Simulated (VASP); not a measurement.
# InSb3 (P4/mmm) in VASP: notebook, part 3 of 3

VASP 6.6.1. Earlier steps stand in the parts before.

### Step 4. Single point, PBE (volume 26.401 Å^3 an atom, c/a of the conventional cell 1.1996)

Contents of INCAR:

```
PREC     = Accurate       # precision mode
ENCUT    = 520            # plane-wave cutoff, eV
EDIFF    = 1E-7           # SCF threshold, eV
ISMEAR   = 0              # smearing method
SIGMA    = 0.15           # smearing width, eV
LREAL    = False          # projectors in reciprocal space
LASPH    = True           # aspherical terms in the spheres
NELM     = 100            # most SCF steps
ALGO     = Normal         # electronic algorithm
ISIF     = 2              # what is computed and relaxed
LWAVE    = False          # write WAVECAR
LCHARG   = True           # write CHGCAR
GGA      = PE             # functional
LELF     = True           # ELF
LVHAR    = True         
NBANDS   = 22             # bands
```

Contents of KPOINTS:

```
regular mesh
0
Gamma
  10 10 10
```

Contents of POSCAR:

```
InSb3
1.0
    4.4485106754      0.0000000000      0.0000000000
    0.0000000000      4.4485106754      0.0000000000
    0.0000000000      0.0000000000      5.3364334063
In Sb
1 3
Direct
    0.0000000000      0.0000000000      0.0000000000
    0.5000000000      0.0000000000      0.5000000000
    0.0000000000      0.5000000000      0.5000000000
    0.5000000000      0.5000000000      0.0000000000
```

Potentials or basis: VASP PAW PBE potentials, release 64 (In_d, Sb).

Command:

```console
> cat potpaw_PBE.64/In_d/POTCAR potpaw_PBE.64/Sb/POTCAR > POTCAR
> mpirun -np 1 vasp_std > vasp.out
```

OUTCAR:

```text
PREC = Accurate
   ENCUT = 520
   EDIFF = 1E-7
   ISMEAR = 0
   LREAL = False
   LASPH = True
   NELM = 100
   ISIF = 2
   GGA = PE

 ion  position               nearest neighbor table
   1  0.000  0.000  0.000-   4 3.15   4 3.15   4 3.15   4 3.15   3 3.47   3 3.47   3 3.47   3 3.47
                             2 3.47   2 3.47   2 3.47   2 3.47
   2  0.500  0.000  0.500-   3 3.15   3 3.15   3 3.15   3 3.15   4 3.47   1 3.47   4 3.47   4 3.47
                             1 3.47   4 3.47   1 3.47   1 3.47
   3  0.000  0.500  0.500-   2 3.15   2 3.15   2 3.15   2 3.15   4 3.47   1 3.47   1 3.47   1 3.47
[... 807 lines left out ...]
  -------------------------------------------------------------------------------------
  Total        2.4490118      2.4490118      1.6972946      0.0000000      0.0000000      0.0000000
  in kB       37.1553267     37.1553267     25.7506059      0.0000000      0.0000000      0.0000000
  external PRESSURE =      33.3537531 kB  Pullay stress =       0.0000000 kB

 VOLUME and BASIS-vectors are now :
 -----------------------------------------------------------------------------
  energy-cutoff  :      520.00
  volume of cell :      105.60
      direct lattice vectors                 reciprocal lattice vectors
     4.448510675  0.000000000  0.000000000     0.224794335  0.000000000  0.000000000
     0.000000000  4.448510675  0.000000000     0.000000000  0.224794335  0.000000000
     0.000000000  0.000000000  5.336433406     0.000000000  0.000000000  0.187391076

 POSITION                                       TOTAL-FORCE (eV/Angst)
 -----------------------------------------------------------------------------------
      0.00000      0.00000      0.00000         0.000000      0.000000      0.000000
      2.22426      0.00000      2.66822         0.000000      0.000000      0.000000
      0.00000      2.22426      2.66822         0.000000      0.000000      0.000000
      2.22426      2.22426      0.00000         0.000000      0.000000      0.000000
 -----------------------------------------------------------------------------------
    total drift:                                0.000000     -0.000000     -0.000000

  FREE ENERGIE OF THE ION-ELECTRON SYSTEM (eV)
  ---------------------------------------------------
  free  energy   TOTEN  =       -14.1851499101 eV

  energy  without entropy=      -14.1624068363  energy(sigma->0) =      -14.17377837
```

stdout:

```text
POSCAR found type information on POSCAR InSb
 POSCAR found :  2 types and       4 ions
 scaLAPACK will be used
 LDA part: xc-table for (Slater+PW92), standard interpolation
 POSCAR, INCAR and KPOINTS ok, starting setup
 FFT: planning ... GRIDC
 FFT: planning ... GRID_SOFT
 FFT: planning ... GRID
 WAVECAR not read
 entering main loop
```

Run time: 3.4 min. Hardware: 1 thread of Intel Xeon 6975P-C, shared host; peak memory 0.41 GiB.

What came out:

```
Free energy            : -14.1851 eV
Pressure               : 3.3 GPa
Band gap on the k mesh : zero (band 14 reaches 10.45 eV, above the bottom of band 15 at 6.92 eV)
```

Stress tensor (GPa, compression positive):
```
3.72 0.00 0.00
0.00 3.72 0.00
0.00 0.00 2.58
```

Caveat: spin-orbit coupling is left out, which moves the levels of the heavy elements.

### Step 5. Single point, PBE (volume 27.888 Å^3 an atom, c/a of the conventional cell 0.9411)

Contents of INCAR:

```
SYSTEM = InSb3
PREC     = Accurate       ! precision mode
ENCUT    = 520            ! plane-wave cutoff, eV
EDIFF    = 1E-7           ! SCF threshold, eV
ISMEAR   = 0              ! smearing method
SIGMA    = 0.15           ! smearing width, eV
LREAL    = .FALSE.        ! projectors in reciprocal space
LASPH    = .TRUE.         ! aspherical terms in the spheres
NELM     = 60             ! most SCF steps
ALGO     = Normal         ! electronic algorithm
ISIF     = 2              ! what is computed and relaxed
LWAVE    = .FALSE.        ! write WAVECAR
LCHARG   = .FALSE.        ! write CHGCAR
GGA      = PE             ! functional
NBANDS   = 22             ! bands
```

Contents of KPOINTS:

```
regular mesh
0
G
  10 10 10
  0 0 0
```

Contents of POSCAR:

```
InSb3
1.0
    4.9122648575      0.0000000000      0.0000000000
    0.0000000000      4.9122648575      0.0000000000
    0.0000000000      0.0000000000      4.6229324574
In Sb
1 3
Direct
    0.0000000000      0.0000000000      0.0000000000
    0.5000000000      0.0000000000      0.5000000000
    0.0000000000      0.5000000000      0.5000000000
    0.5000000000      0.5000000000      0.0000000000
```

Command:

```console
> cat potpaw_PBE.64/In_d/POTCAR potpaw_PBE.64/Sb/POTCAR > POTCAR
> mpirun -np 1 vasp_std > vasp.out
```

Wall time 1.8 min (1 thread of Intel Xeon 6975P-C (Granite Rapids), shared host); peak memory 0.43 GiB.

It converged, with:

```yaml
Free_energy: -14.2622 eV
Pressure: -0.1 GPa
Band_gap_on_the_k_mesh: zero (band 14 reaches 10.81 eV, above the bottom of band 15 at 6.63 eV)
```

Levels at points of the mesh, in eV from the Fermi level:
| k point | band 10 | band 11 | band 12 | band 13 | band 14 | band 15 | band 16 | band 17 | band 18 | band 19 |
| --- | --- | --- | --- | --- | --- | --- | --- | --- | --- | --- |
| (0.00, 0.00, 0.00) | -4.38 | -3.89 | -3.50 | 0.33 | 0.33 | 0.52 | 1.84 | 1.90 | 1.90 | 4.31 |
| (0.50, 0.00, 0.00) | -3.10 | -2.60 | -2.26 | -1.77 | -0.87 | -0.69 | 1.80 | 2.20 | 2.33 | 2.52 |
| (0.50, 0.50, 0.00) | -1.99 | -1.19 | -1.19 | -1.11 | -0.86 | -0.86 | 0.12 | 1.40 | 2.76 | 3.00 |
| (0.00, 0.00, 0.50) | -2.82 | -2.82 | -2.07 | -2.07 | -1.31 | -0.99 | 1.88 | 1.88 | 2.31 | 2.56 |
| (0.50, 0.00, 0.50) | -2.65 | -1.79 | -1.77 | -1.39 | -1.18 | -1.11 | -0.68 | 0.98 | 3.44 | 3.64 |
| (0.50, 0.50, 0.50) | -4.93 | -4.93 | -4.83 | -4.72 | 3.06 | 3.15 | 3.69 | 3.69 | 3.89 | 6.27 |

Caveat: spin-orbit coupling is left out, which moves the levels of the heavy elements.

### Step 6. Single point, PBE (volume 27.888 Å^3 an atom, c/a of the conventional cell 1.0625)

Contents of INCAR:

```
ALGO     = Normal         # electronic algorithm
EDIFF    = 1E-6           # SCF threshold, eV
ENCUT    = 520            # plane-wave cutoff, eV
GGA      = PE             # functional
ISIF     = 2              # what is computed and relaxed
ISMEAR   = 0              # smearing method
LASPH    = T              # aspherical terms in the spheres
LCHARG   = F              # write CHGCAR
LREAL    = F              # projectors in reciprocal space
LWAVE    = F              # write WAVECAR
NBANDS   = 22             # bands
NELM     = 60             # most SCF steps
PREC     = Accurate       # precision mode
SIGMA    = 0.15           # smearing width, eV
```

Contents of KPOINTS:

```
k-points
0
Gamma
  10 10 10
```

Contents of POSCAR:

```
InSb3
1.0
    4.7175595005      0.0000000000      0.0000000000
    0.0000000000      4.7175595005      0.0000000000
    0.0000000000      0.0000000000      5.0124069693
In Sb
1 3
Direct
    0.0000000000      0.0000000000      0.0000000000
    0.5000000000      0.0000000000      0.5000000000
    0.0000000000      0.5000000000      0.5000000000
    0.5000000000      0.5000000000      0.0000000000
```

Potentials or basis: VASP PAW PBE potentials, release 64 (In_d, Sb).

Command:

```console
> cat potpaw_PBE.64/In_d/POTCAR potpaw_PBE.64/Sb/POTCAR > POTCAR
> mpirun -np 1 vasp_std > vasp.out
```

Wall time 87 s (1 thread of Intel Xeon 6975P-C (Granite Rapids), shared host); peak memory 0.42 GiB.

It converged, with:

- Free energy: -14.2587 eV
- Pressure: -0.1 GPa
- Band gap on the k mesh: zero (band 14 reaches 10.74 eV, above the bottom of band 15 at 6.52 eV)

Stress tensor (GPa, compression positive):
```
 0.00  0.00  0.00
 0.00  0.00  0.00
 0.00  0.00 -0.20
```

Levels at points of the mesh, in eV from the Fermi level:
```
           k point  band 12  band 13  band 14  band 15  band 16  band 17
(0.00, 0.00, 0.00)    -3.50     0.36     0.36     0.49     1.74     1.94
(0.50, 0.00, 0.00)    -2.27    -1.83    -1.12    -0.85     1.88     2.20
(0.50, 0.50, 0.00)    -1.97    -1.46    -1.22    -1.22    -0.95     0.87
(0.00, 0.00, 0.50)    -2.00    -2.00    -0.80    -0.66     1.52     2.14
(0.50, 0.00, 0.50)    -1.39    -1.22    -1.01    -0.93    -0.15     1.25
(0.50, 0.50, 0.50)    -4.86    -4.72     3.00     3.25     3.25     3.98
```

Caveat: spin-orbit coupling is left out, which moves the levels of the heavy elements.

### Step 7. The runs side by side

```csv
cell,gap on the mesh (eV),pressure (GPa)
"a = 4.823, b = 4.823, c = 4.539 Å, 4 atoms",none,3.1
"a = 4.632, b = 4.632, c = 4.922 Å, 4 atoms",none,3.1
"a = 4.449, b = 4.449, c = 5.336 Å, 4 atoms",none,3.3
"a = 4.912, b = 4.912, c = 4.623 Å, 4 atoms",none,-0.1
"a = 4.718, b = 4.718, c = 5.012 Å, 4 atoms",none,-0.1
```

Alike in all rows: task single point; level PBE; potentials or basis VASP PAW PBE potentials, release 64 (In_d, Sb); no spin polarisation; k mesh 10 × 10 × 10; cutoff (eV) 520; smearing gaussian 0.15 eV.

Caveats: spin-orbit coupling is left out, which moves the levels of the heavy elements.

Total energies depend on the potentials used, so only differences within one code and one set of settings carry meaning.
